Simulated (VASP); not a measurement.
# Ti (P3_121) in VASP: a series of runs, part 2 of 2

VASP 6.6.1. Earlier steps stand in the parts before.

## (3) Relaxation of cell and atoms, r2SCAN

Input file POSCAR:

```
Ti
1.0
    3.7564926717      0.0000000000      0.0000000000
   -1.8782463359      3.2532180829      0.0000000000
    0.0000000000      0.0000000000      4.2618666842
Ti
3
Direct
    0.2254000000      0.0000000000      0.3333333333
    0.0000000000      0.2254000000      0.6666666667
    0.7746000000      0.7746000000      0.0000000000
```

Input file INCAR.step1:

```
PREC = Accurate
ENCUT = 600
ISMEAR = 0
SIGMA = 0.1
LREAL = F
LASPH = T
NELM = 100
GGA = PE
ALGO = Normal
EDIFF = 1E-4
LWAVE = T
LCHARG = F
```

Input file INCAR.step2:

```
PREC = Accurate
ENCUT = 600
EDIFF = 1E-7
ISMEAR = 0
SIGMA = 0.1
LREAL = F
LASPH = T
NELM = 100
ALGO = Normal
ISIF = 3
LWAVE = F
LCHARG = F
METAGGA = R2SCAN
LMIXTAU = T
IBRION = 2
NSW = 90
EDIFFG = -0.04
ISTART = 1
```

Input file KPOINTS:

```
Automatic mesh
0
Gamma
  6 6 4
```

Potentials or basis: VASP PAW PBE potentials, release 64 (Ti_sv).

Run with:

```bash
$ cat potpaw_PBE.64/Ti_sv/POTCAR > POTCAR
$ cp INCAR.step1 INCAR
$ mpirun -np 1 vasp_std > vasp.out
$ cp INCAR.step2 INCAR
$ mpirun -np 1 vasp_std > vasp.out
```

OUTCAR:

```text
PREC = Accurate
   ENCUT = 600
   EDIFF = 1E-7
   ISMEAR = 0
   LREAL = F
   LASPH = T
   NELM = 100
   ISIF = 3
   METAGGA = R2SCAN
   IBRION = 2
   NSW = 90
   EDIFFG = -0.04
   ISTART = 1

 ion  position               nearest neighbor table
   1  0.225  0.000  0.333-   3 2.04   2 2.04
   2  0.000  0.225  0.667-   3 2.04   1 2.04
   3  0.775  0.775  0.000-   1 2.04   2 2.04

  LATTYP: Found a hexagonal cell.
 ALAT       =     3.7564926717
 C/A-ratio  =     1.1345334749

  Lattice vectors:

 A1 = (   3.7564926717,   0.0000000000,   0.0000000000)
 A2 = (  -1.8782463359,   3.2532180829,   0.0000000000)
 A3 = (   0.0000000000,   0.0000000000,   4.2618666842)

Analysis of symmetry for initial positions (statically):
=====================================================================
 Subroutine PRICEL returns:
 Original cell was already a primitive cell.

 Routine SETGRP: Setting up the symmetry group for a
 hexagonal supercell.

 Subroutine GETGRP returns: Found  6 space group operations
 (whereof  2 operations were pure point group operations)
 out of a pool of 24 trial point group operations.

The static configuration has the point symmetry C_2 .
 The point group associated with its full space group is D_3 .

Analysis of symmetry for dynamics (positions and initial velocities):
=====================================================================
 Subroutine PRICEL returns:
 Original cell was already a primitive cell.

 Routine SETGRP: Setting up the symmetry group for a
 hexagonal supercell.

 Subroutine GETGRP returns: Found  6 space group operations
 (whereof  2 operations were pure point group operations)
 out of a pool of 24 trial point group operations.

The dynamic configuration has the point symmetry C_2 .
 The point group associated with its full space group is D_3 .

 Subroutine INISYM returns: Found  6 space group operations
 (whereof  2 operations are pure point group operations),
 and found     1 'primitive' translations

----------------------------------------------------------------------------------------

                                     Primitive cell

  volume of cell :      52.0830

  direct lattice vectors                    reciprocal lattice vectors
     3.756492672  0.000000000  0.000000000     0.266205764  0.153693969  0.000000000
    -1.878246336  3.253218083  0.000000000     0.000000000  0.307387939  0.000000000
     0.000000000  0.000000000  4.261866684     0.000000000  0.000000000  0.234638968

  length of vectors
     3.756492672  3.756492672  4.261866684     0.307387939  0.307387939  0.234638968

  position of ions in fractional coordinates (direct lattice)
     0.225400000  0.000000000  0.333333333
     0.000000000  0.225400000  0.666666667
     0.774600000  0.774600000  0.000000000

  ion indices of the primitive-cell ions
   primitive index   ion index
                 1           1
                 2           2
                 3           3

----------------------------------------------------------------------------------------

 KPOINTS: Automatic mesh

Automatic generation of k-mesh.
 Grid dimensions read from file:
[... 50 lines left out ...]
   dimension x,y,z NGXF=    60 NGYF=   60 NGZF=   72
   ions per type =               3
   NGX,Y,Z   is equivalent  to a cutoff of  13.28, 13.28, 14.04 a.u.
   NGXF,Y,Z  is equivalent  to a cutoff of  26.55, 26.55, 28.09 a.u.
 SYSTEM =  unknown system
   PREC   = accura    normal or accurate (medium, high low for compatibility)
   ISTART =      1    job   : 0-new  1-cont  2-samecut
   ICHARG =      0    charge: 1-file 2-atom 10-const
   ISPIN  =      1    spin polarized calculation?
   LNONCOLLINEAR =      F non collinear calculations
   LSORBIT =      F    spin-orbit coupling
   LASPH  =      T    aspherical Exc in radial PAW
   ENCUT  =  600.0 eV  44.10 Ry    6.64 a.u.   7.50  7.50  8.51*2*pi/ulx,y,z
   NELM   =    100;   NELMIN=  2; NELMDL=  0     # of ELM steps
   EDIFF  = 0.1E-06   stopping-criterion for ELM
   LREAL  =      F    real-space projection
   EDIFFG = -.4E-01   stopping-criterion for IOM
   NSW    =     90    number of steps for IOM
   IBRION =      2    ionic relax: 0-MD 1-quasi-New 2-CG
   NFREE  =      1    steps in history (QN), initial steepest desc. (CG)
   ISIF   =      3    stress and relaxation
   ISYM   =      2    0-nonsym 1-usesym 2-fastsym
   POTIM  = 0.5000    time-step for ionic-motion
   TEBEG  =    0.0;   TEEND  =   0.0 temperature during run
   PSTRESS=    0.0 pullay stress
   NELECT =      36.0000    total number of electrons
   NUPDOWN=      -1.0000    fix difference up-down
   EMIN   =  10.00;   EMAX   =-10.00  energy-range for DOS
   EFERMI =   0.00;   METHOD = LEGACY
   ISMEAR =     0;   SIGMA  =   0.10  broadening in eV -4-tet -1-fermi 0-gaus
   EFERMI_NEDOS =   21; number of points for ismear=-14 and -15
   IALGO  =     38    algorithm
   IMIX   =      4    mixing-type and parameters
     AMIX     =   0.40;   BMIX     =  1.00
     AMIX_MAG =   1.60;   BMIX_MAG =  1.00
  volume/ion in A,a.u.               =      17.36       117.16
  Fermi-wavevector in a.u.,A,eV,Ry     =   1.447473  2.735327 28.506628  2.095178
  Thomas-Fermi vector in A             =   2.565424
   LORBIT       =      0    0 simple, 1 ext, 2 COOP (PROOUT), +10 PAW based schemes
   METAGGA = R2SCAN    functional components
   LHFCALC =     F    Hartree Fock is set to
   AEXX    =    0.0000 exact exchange contribution
   IVDW    =     0    specifies the selected vdW correction
   LEPSILON=     F    determine dielectric tensor
   LRPA    =     F    only Hartree local field effects (RPA)
 conjugate gradient relaxation of ions
 non-spin polarized calculation
 Gauss-broadening in eV      SIGMA  =   0.10
  energy-cutoff  :      600.00
  volume of cell :       52.08
 maximum number of plane-waves:      1763
 NGX is ok and might be reduce to    30
   NGX = 15   NGY = 15   NGZ = 17

--------------------------------------- Ionic step        1  -------------------------------------------

 number of electron      35.9999996 magnetization

 Free energy of the ion-electron system (eV)
  ---------------------------------------------------
  ext. energy  EPLUGINS =         0.00000000
  ---------------------------------------------------
  free energy    TOTEN  =       -34.15361927 eV

  energy without entropy =      -34.14142950  energy(sigma->0) =      -34.14752439

------------------------ aborting loop because EDIFF is reached ----------------------------------------

  FORCE on cell =-STRESS in cart. coord.  units (eV):
  Direction    XX          YY          ZZ          XY          YZ          ZX
  --------------------------------------------------------------------------------------
  -------------------------------------------------------------------------------------
  Total        1.9645813      1.9645813      1.7252627     -0.0000000     -0.0000000      0.0000000
  in kB       60.4345094     60.4345094     53.0725823     -0.0000000     -0.0000000      0.0000000
  external PRESSURE =      57.9805337 kB  Pullay stress =       0.0000000 kB
[... 92 lines left out ...]
  FREE ENERGIE OF THE ION-ELECTRON SYSTEM (eV)
  ---------------------------------------------------
  free  energy   TOTEN  =       -35.1306504613 eV

  energy  without entropy=      -35.1052870927  energy(sigma->0) =      -35.11796878

 E-fermi :  10.2374     XC(G=0): -13.4110

 val. band max:       10.2128893514   @ k =   0.5000   0.0000   0.2500
 cond. band min:      10.2410285897   @ k =   0.0000   0.0000   0.5000
 fundamental gap:      0.0281392384
 Fermi energy:        10.2374225470

 k-point     1 :       0.0000    0.0000    0.0000
  band No.  band energies     occupation
      1     -48.3043      2.00000
      2     -47.8606      2.00000
      3     -47.8606      2.00000
      4     -24.1335      2.00000
      5     -23.7247      2.00000
      6     -23.7247      2.00000
[... 589 lines left out ...]
     21      11.7559      0.00000
     22      12.3325      0.00000

[... ionic steps 4 to 31 ...]

--------------------------------------- Ionic step       32  -------------------------------------------

 number of electron      35.9999986 magnetization

------------------------ aborting loop because EDIFF is reached ----------------------------------------
[... 69 lines left out ...]
--------------------------------------- Ionic step       34  -------------------------------------------

 number of electron      35.9999975 magnetization

 Free energy of the ion-electron system (eV)
  ---------------------------------------------------
  ext. energy  EPLUGINS =         0.00000000
  ---------------------------------------------------
  free energy    TOTEN  =       -38.64055460 eV

  energy without entropy =      -38.63047858  energy(sigma->0) =      -38.63551659

 E-fermi :   8.3528     XC(G=0): -12.5765

 val. band max:        8.2913973464   @ k =   0.3333   0.0000   0.0000
 cond. band min:       8.4135153520   @ k =   0.5000   0.0000   0.2500
 fundamental gap:      0.1221180055
 Fermi energy:         8.3528227839

 k-point     1 :       0.0000    0.0000    0.0000
  band No.  band energies     occupation
      1     -50.4252      2.00000
      2     -50.3202      2.00000
      3     -50.3202      2.00000
      4     -25.6246      2.00000
      5     -25.6231      2.00000
      6     -25.6231      2.00000
[... 619 lines left out ...]
  FREE ENERGIE OF THE ION-ELECTRON SYSTEM (eV)
  ---------------------------------------------------
  free  energy   TOTEN  =       -38.6405546037 eV

  energy  without entropy=      -38.6304785814  energy(sigma->0) =      -38.63551659

 reached required accuracy - stopping structural energy minimisation
```

Wall time 84 min (1 thread of Intel Xeon Platinum 8259CL at 2.50GHz (Skylake/Cascade Lake), shared host); peak memory 0.21 GiB.

Results:

| Item | Value |
| --- | --- |
| Free energy | -38.6406 eV |
| Relaxed volume | 16.68 Å³/atom |
| Relaxed cell | a = 4.923 Å, b = 4.923 Å, c = 2.383 Å, α = 90.00°, β = 90.00°, γ = 120.00° |
| Space group after relaxing (to 0.05 Å) | R-3m (No. 166) |
| Energy gained by relaxing | 1495.6 meV/atom |
| Ionic steps | 34 |
| Pressure after relaxing | 0.0 GPa |
| Largest force after relaxing | 0.010 eV/Å |
| Band gap on the k mesh | zero (band 18 reaches 9.18 eV, above the bottom of band 19 at 7.44 eV) |

Forces in eV/Å, atoms in the order of the input:
```
Ti   0.010  0.000  0.000
Ti  -0.005  0.009  0.000
Ti  -0.005 -0.009  0.000
```

Stress tensor (GPa, compression positive):
```
 0.03  0.00  0.00
 0.00  0.03  0.00
 0.00  0.00 -0.10
```

Step by step:
| step | energy change (eV) | largest force (eV/Å) | pressure (GPa) | volume (Å³) |
| --- | --- | --- | --- | --- |
| 1 | 0.0000 | 2.5882 | 5.80 | 52.08 |
| 2 | -0.8770 | 2.4613 | -1.58 | 56.96 |
| 3 | -0.9770 | 0.1629 | -14.50 | 73.41 |
| 4 | -1.5789 | 0.2881 | -11.12 | 65.98 |
| 5 | -1.5934 | 1.3823 | -6.72 | 61.57 |
| 6 | -1.6468 | 0.7425 | -9.13 | 63.69 |
| 7 | -2.1575 | 0.1363 | -2.42 | 55.96 |
| 8 | -2.1847 | 0.2972 | 0.11 | 54.16 |
| 9 | -2.6522 | 0.5288 | 2.22 | 51.88 |
| 10 | -3.2633 | 0.7229 | 8.33 | 48.35 |
| 11 | -2.2861 | 1.9831 | 50.65 | 39.07 |
| 12 | -3.5230 | 0.8021 | 17.52 | 45.54 |
| 13 | -3.3776 | 1.0986 | 30.21 | 42.86 |
| 14 | -3.5177 | 0.9041 | 22.85 | 44.33 |
| 15 | -3.5990 | 0.9373 | 22.66 | 44.50 |
| 16 | -3.7458 | 1.0935 | 22.20 | 44.87 |
| 17 | -3.5691 | 1.7810 | 20.26 | 45.02 |
| 18 | 0.9474 | 1.2605 | 74.80 | 42.57 |
| 19 | -3.5633 | 1.8576 | 20.76 | 44.99 |
| 20 | -3.1788 | 1.6803 | 26.60 | 44.22 |
| 21 | -3.5940 | 1.8751 | 21.36 | 44.86 |
| 22 | -3.5211 | 1.8001 | 22.59 | 44.61 |
| 23 | -3.5758 | 1.8403 | 21.80 | 44.74 |
| 24 | -3.8395 | 1.5630 | 14.41 | 46.59 |
| 25 | -4.1322 | 0.8515 | -2.24 | 52.43 |
| 26 | -4.1333 | 0.8880 | -1.44 | 52.07 |
| 27 | -4.1708 | 0.8588 | -1.45 | 51.95 |
| 28 | -4.2663 | 0.7716 | -1.31 | 51.59 |
| 29 | -4.3805 | 0.5428 | -0.24 | 50.82 |
| 30 | -4.3927 | 0.4147 | 0.59 | 50.42 |
| 31 | -4.4436 | 0.2350 | -0.40 | 50.52 |
| 32 | -4.4836 | 0.0114 | -1.46 | 50.70 |
| 33 | -4.4857 | 0.0253 | 0.91 | 49.61 |
| 34 | -4.4869 | 0.0104 | -0.01 | 50.03 |

Final structure:
```
CELL_PARAMETERS angstrom
4.92337 0.00000 0.00000
-2.46168 4.26376 0.00000
0.00000 0.00000 2.38305
ATOMIC_POSITIONS crystal
Ti 0.33301 0.00000 0.33333
Ti 0.00000 0.33301 0.66667
Ti 0.66699 0.66699 0.00000
```

Caveat: the k points lie up to 0.66 Å⁻¹ apart in the final cell; the PAW data sets were made with another functional, which shifts forces and pressure a little.
